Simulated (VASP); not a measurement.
# Ir (Im-3m) in VASP: notebook

The runs below take Ir through single point, relaxation of cell and atoms, with LDA.

Program: VASP 6.6.1. These are calculated values, not measurements. Logs are shortened: lines on timing, memory, paths and dates and some standing lists are left out, and cuts for length are marked.

### 1 The cell of the first run

The structure is cubic, space group Im-3m (No. 229). The conventional cell has a = 3.061 Å, b = 3.061 Å, c = 3.061 Å, α = 90.00°, β = 90.00°, γ = 90.00°. Ir (site symmetry m-3m) has 14 Ir at 2.65 to 3.06 Å within 3.5 Å.

This isn't the form of Ir at room conditions, which is fcc.

### 2 Single point, LDA

Input file INCAR:

```
ALGO = Normal ; EDIFF = 1E-6
ENCUT = 520 ; GGA = CA
ISIF = 2 ; ISMEAR = -1
LASPH = T ; LCHARG = F
LREAL = F ; LWAVE = F
NBANDS = 10 ; NELM = 80
PREC = Accurate ; SIGMA = 0.08
```

Input file KPOINTS:

```
k-points
0
Gamma
  20 20 20
```

Input file POSCAR:

```
Ir
1.0
   -1.5303332831      1.5303332831      1.5303332831
    1.5303332831     -1.5303332831      1.5303332831
    1.5303332831      1.5303332831     -1.5303332831
Ir
1
Direct
    0.0000000000      0.0000000000      0.0000000000
```

Potentials or basis: VASP PAW LDA potentials, release 64 (Ir).

On the command line:

```bash
cat potpaw_LDA.64/Ir/POTCAR > POTCAR
mpirun -np 1 vasp_std > vasp.out
```

OUTCAR:

```text
EDIFF = 1E-6
   ENCUT = 520
   GGA = CA
   ISIF = 2
   ISMEAR = -1
   LASPH = T
   LREAL = F
   NELM = 80
   PREC = Accurate

 ion  position               nearest neighbor table
   1  0.000  0.000  0.000-

  LATTYP: Found a body centered cubic cell.
 ALAT       =     3.0606665662

  Lattice vectors:

 A1 = (  -1.5303332831,   1.5303332831,   1.5303332831)
 A2 = (   1.5303332831,  -1.5303332831,   1.5303332831)
 A3 = (   1.5303332831,   1.5303332831,  -1.5303332831)

Analysis of symmetry for initial positions (statically):
=====================================================================
 Subroutine PRICEL returns:
 Original cell was already a primitive cell.

 Routine SETGRP: Setting up the symmetry group for a
 body centered cubic supercell.

 Subroutine GETGRP returns: Found 48 space group operations
 (whereof 48 operations were pure point group operations)
 out of a pool of 48 trial point group operations.

The static configuration has the point symmetry O_h .

Analysis of symmetry for dynamics (positions and initial velocities):
=====================================================================
 Subroutine PRICEL returns:
 Original cell was already a primitive cell.

 Routine SETGRP: Setting up the symmetry group for a
 body centered cubic supercell.

 Subroutine GETGRP returns: Found 48 space group operations
 (whereof 48 operations were pure point group operations)
 out of a pool of 48 trial point group operations.

The dynamic configuration has the point symmetry O_h .

 Subroutine INISYM returns: Found 48 space group operations
 (whereof 48 operations are pure point group operations),
 and found     1 'primitive' translations

----------------------------------------------------------------------------------------

                                     Primitive cell

  volume of cell :      14.3357

  direct lattice vectors                    reciprocal lattice vectors
    -1.530333283  1.530333283  1.530333283     0.000000000  0.326726214  0.326726214
     1.530333283 -1.530333283  1.530333283     0.326726214  0.000000000  0.326726214
     1.530333283  1.530333283 -1.530333283     0.326726214  0.326726214  0.000000000

  length of vectors
     2.650614999  2.650614999  2.650614999     0.462060643  0.462060643  0.462060643

  position of ions in fractional coordinates (direct lattice)
     0.000000000  0.000000000  0.000000000

  ion indices of the primitive-cell ions
   primitive index   ion index
                 1           1

----------------------------------------------------------------------------------------

 KPOINTS: k-points

Automatic generation of k-mesh.
 Grid dimensions read from file:
 generate k-points for:   20   20   20

 Generating k-lattice:

  Cartesian coordinates                     Fractional coordinates (reciprocal lattice)
     0.000000000  0.016336311  0.016336311     0.050000000  0.000000000  0.000000000
     0.016336311  0.000000000  0.016336311     0.000000000  0.050000000  0.000000000
     0.016336311  0.016336311  0.000000000     0.000000000  0.000000000  0.050000000

  Length of vectors
     0.023103032  0.023103032  0.023103032

  Shift w.r.t. Gamma in fractional coordinates (k-lattice)
     0.000000000  0.000000000  0.000000000

 Subroutine IBZKPT returns following result:
 ===========================================

 Found    256 irreducible k-points:

 Following reciprocal coordinates:
            Coordinates               Weight
  0.000000  0.000000  0.000000      1.000000
  0.050000  0.000000  0.000000     12.000000
  0.100000  0.000000  0.000000     12.000000
  0.150000  0.000000  0.000000     12.000000
  0.200000  0.000000  0.000000     12.000000
  0.250000  0.000000  0.000000     12.000000
[... 16 lines left out ...]
  0.200000  0.100000 -0.000000     48.000000
  0.250000  0.100000  0.000000     48.000000
 [... further k-points ...]
   k-points           NKPTS =    256   k-points in BZ     NKDIM =    256   number of bands    NBANDS=     10
   number of dos      NEDOS =    301   number of ions     NIONS =      1
   total plane-waves  NPLWV =   8000
   dimension x,y,z NGX =    20 NGY =   20 NGZ =   20
   dimension x,y,z NGXF=    40 NGYF=   40 NGZF=   40
   ions per type =               1
   NGX,Y,Z   is equivalent  to a cutoff of  12.54, 12.54, 12.54 a.u.
   NGXF,Y,Z  is equivalent  to a cutoff of  25.09, 25.09, 25.09 a.u.
 SYSTEM =  unknown system
   PREC   = accura    normal or accurate (medium, high low for compatibility)
   ISTART =      0    job   : 0-new  1-cont  2-samecut
   ICHARG =      2    charge: 1-file 2-atom 10-const
   ISPIN  =      1    spin polarized calculation?
   LNONCOLLINEAR =      F non collinear calculations
   LSORBIT =      F    spin-orbit coupling
   LASPH  =      T    aspherical Exc in radial PAW
   ENCUT  =  520.0 eV  38.22 Ry    6.18 a.u.   4.93  4.93  4.93*2*pi/ulx,y,z
   NELM   =     80;   NELMIN=  2; NELMDL= -5     # of ELM steps
   EDIFF  = 0.1E-05   stopping-criterion for ELM
   LREAL  =      F    real-space projection
   EDIFFG = 0.1E-04   stopping-criterion for IOM
   NSW    =      0    number of steps for IOM
   IBRION =     -1    ionic relax: 0-MD 1-quasi-New 2-CG
   NFREE  =      0    steps in history (QN), initial steepest desc. (CG)
   ISIF   =      2    stress and relaxation
   ISYM   =      2    0-nonsym 1-usesym 2-fastsym
   POTIM  = 0.5000    time-step for ionic-motion
   TEBEG  =    0.0;   TEEND  =   0.0 temperature during run
   PSTRESS=    0.0 pullay stress
   NELECT =       9.0000    total number of electrons
   NUPDOWN=      -1.0000    fix difference up-down
   EMIN   =  10.00;   EMAX   =-10.00  energy-range for DOS
   EFERMI =   0.00;   METHOD = LEGACY
   ISMEAR =    -1;   SIGMA  =   0.08  broadening in eV -4-tet -1-fermi 0-gaus
   EFERMI_NEDOS =   21; number of points for ismear=-14 and -15
   IALGO  =     38    algorithm
   IMIX   =      4    mixing-type and parameters
     AMIX     =   0.40;   BMIX     =  1.00
     AMIX_MAG =   1.60;   BMIX_MAG =  1.00
  volume/ion in A,a.u.               =      14.34        96.74
  Fermi-wavevector in a.u.,A,eV,Ry     =   1.401790  2.648999 26.735658  1.965015
  Thomas-Fermi vector in A             =   2.524616
   LORBIT       =      0    0 simple, 1 ext, 2 COOP (PROOUT), +10 PAW based schemes
   GGA     = CA    functional components
   LHFCALC =     F    Hartree Fock is set to
   AEXX    =    0.0000 exact exchange contribution
   IVDW    =     0    specifies the selected vdW correction
   LEPSILON=     F    determine dielectric tensor
   LRPA    =     F    only Hartree local field effects (RPA)
 non-spin polarized calculation
  energy-cutoff  :      520.00
  volume of cell :       14.34
 maximum number of plane-waves:       402
   NGX =  9   NGY =  9   NGZ =  9

 number of electron       8.9999999 magnetization

 Free energy of the ion-electron system (eV)
  ---------------------------------------------------
  ext. energy  EPLUGINS =         0.00000000
  ---------------------------------------------------
  free energy    TOTEN  =        -9.66902662 eV

  energy without entropy =       -9.62054323  energy(sigma->0) =       -9.64478492

 E-fermi :   9.8487     XC(G=0): -14.0495

 val. band max:        9.8436279104   @ k =   0.4000   0.1000   0.1000
 cond. band min:       9.8499929289   @ k =   0.2500   0.2500   0.1000
 fundamental gap:      0.0063650185
 Fermi energy:         9.8486876830

 k-point     1 :       0.0000    0.0000    0.0000
  band No.  band energies     occupation
      1      -0.8838      2.00000
      2       6.1442      2.00000
      3       6.1442      2.00000
      4       6.1442      2.00000
      5       9.2912      1.99812
      6       9.2912      1.99812
      7      26.7839      0.00000
      8      26.7839      0.00000
      9      26.7839      0.00000
     10      37.9653      0.00000

 k-point     2 :       0.0500    0.0000    0.0000
  band No.  band energies     occupation
      1      -0.7670      2.00000
      2       6.0895      2.00000
      3       6.1415      2.00000
      4       6.2480      2.00000
      5       9.2133      1.99929
      6       9.2946      1.99804
      7      26.8574      0.00000
      8      26.9555      0.00000
      9      26.9677      0.00000
     10      36.6439      0.00000

 k-point     3 :       0.1000    0.0000    0.0000
  band No.  band energies     occupation
      1      -0.4257      2.00000
      2       5.9341      2.00000
      3       6.1246      2.00000
      4       6.5560      2.00000
      5       9.0223      1.99993
      6       9.3069      1.99771
      7      27.0246      0.00000
      8      27.3647      0.00000
      9      27.5077      0.00000
     10      34.9556      0.00000

 k-point     4 :       0.1500    0.0000    0.0000
  band No.  band energies     occupation
      1       0.1095      2.00000
      2       5.7011      2.00000
      3       6.0780      2.00000
      4       7.0576      2.00000
      5       8.8217      1.99999
      6       9.3330      1.99683
      7      27.1026      0.00000
      8      27.6489      0.00000
      9      28.3719      0.00000
     10      33.7323      0.00000
[... 222 lines left out ...]
 k-point    22 :       0.1500    0.1000    0.0000
  band No.  band energies     occupation
      1       1.0742      2.00000
      2       5.4605      2.00000
      3       5.7125      2.00000
      4       8.1720      2.00000
      5       8.5358      2.00000
      6       9.5186      1.96821
      7      26.9760      0.00000
      8      27.1970      0.00000
      9      29.0545      0.00000
     10      32.0408      0.00000

 k-point    23 :       0.2000    0.1000   -0.0000
  band No.  band energies     occupation
      1       1.7539      2.00000
      2       5.1793      2.00000
      3       5.6931      2.00000
      4       8.5311      2.00000
      5       9.0594      1.99990
      6       9.6203      1.89114
      7      25.5125      0.00000
      8      26.4676      0.00000
      9      30.0126      0.00000
     10      30.9296      0.00000

 k-point    24 :       0.2500    0.1000    0.0000
  band No.  band energies     occupation
      1       2.2839      2.00000
      2       4.9104      2.00000
      3       5.9326      2.00000
      4       8.6609      2.00000
      5       9.6751      1.79501
      6      10.0878      0.09584
      7      23.6585      0.00000
      8      25.4857      0.00000
      9      29.5175      0.00000
     10      31.4530      0.00000

 [... further k-points ...]
[... 5 lines left out ...]
  --------------------------------------------------------------------------------------
  -------------------------------------------------------------------------------------
  Total        0.1987248      0.1987248      0.1987248     -0.0000000     -0.0000000      0.0000000
  in kB       22.2097984     22.2097984     22.2097984     -0.0000000     -0.0000000      0.0000000
  external PRESSURE =      22.2097984 kB  Pullay stress =       0.0000000 kB

 VOLUME and BASIS-vectors are now :
 -----------------------------------------------------------------------------
  energy-cutoff  :      520.00
  volume of cell :       14.34
      direct lattice vectors                 reciprocal lattice vectors
    -1.530333283  1.530333283  1.530333283     0.000000000  0.326726214  0.326726214
     1.530333283 -1.530333283  1.530333283     0.326726214  0.000000000  0.326726214
     1.530333283  1.530333283 -1.530333283     0.326726214  0.326726214  0.000000000

 POSITION                                       TOTAL-FORCE (eV/Angst)
 -----------------------------------------------------------------------------------
      0.00000      0.00000      0.00000        -0.000000      0.000000     -0.000000
 -----------------------------------------------------------------------------------
    total drift:                                0.000000     -0.000000      0.000000

  FREE ENERGIE OF THE ION-ELECTRON SYSTEM (eV)
  ---------------------------------------------------
  free  energy   TOTEN  =        -9.6690266173 eV

  energy  without entropy=       -9.6205432250  energy(sigma->0) =       -9.64478492
```

It took 41 s on 1 thread of Intel Xeon 8259CL, shared host; peak memory 0.15 GiB.

What came out:

```
Free energy            : -9.6690 eV
Pressure               : 2.2 GPa
Band gap on the k mesh : zero (an odd number of electrons rules out a gap without spin polarisation)
```

Caveat: spin-orbit coupling is left out, which moves the levels of the heavy elements.

### 3 Single point, LDA (14.34 Å³/atom)

Input file INCAR:

```
SYSTEM = Ir
PREC = Accurate
ENCUT = 520
EDIFF = 1E-6
ISMEAR = -1
SIGMA = 0.08
LREAL = .FALSE.
LASPH = .TRUE.
NELM = 60
ALGO = Normal
ISIF = 2
LWAVE = .FALSE.
LCHARG = .FALSE.
NBANDS = 10
```

Input file KPOINTS:

```
Automatic mesh
0
G
  20 20 20
  0 0 0
```

POSCAR is that of step 2.

Potentials or basis: VASP PAW LDA potentials, release 64 (Ir).

On the command line:

```bash
cat potpaw_LDA.64/Ir/POTCAR > POTCAR
mpirun -np 1 vasp_std > vasp.out
```

Wall time 40 s (1 thread of Intel Xeon 8259CL, shared host); peak memory 0.15 GiB.

It converged, with:

```
Free energy            : -9.6690 eV
Pressure               : 2.2 GPa
Band gap on the k mesh : zero (an odd number of electrons rules out a gap without spin polarisation)
```

Levels at points of the mesh, in eV from the Fermi level:
```
           k point  band 1  band 2  band 3  band 4  band 5  band 6  band 7  band 8
(0.00, 0.00, 0.00)  -10.73   -3.70   -3.70   -3.70   -0.56   -0.56   16.94   16.94
(0.50, 0.00, 0.00)   -7.65   -5.57   -0.74   -0.07   -0.04    2.30    8.14   13.07
(0.50, 0.50, 0.50)   -7.19   -7.19    1.57    1.57    1.57    7.98    7.98    7.98
```

Caveat: spin-orbit coupling is left out, which moves the levels of the heavy elements.

[end of part 1 of 2]
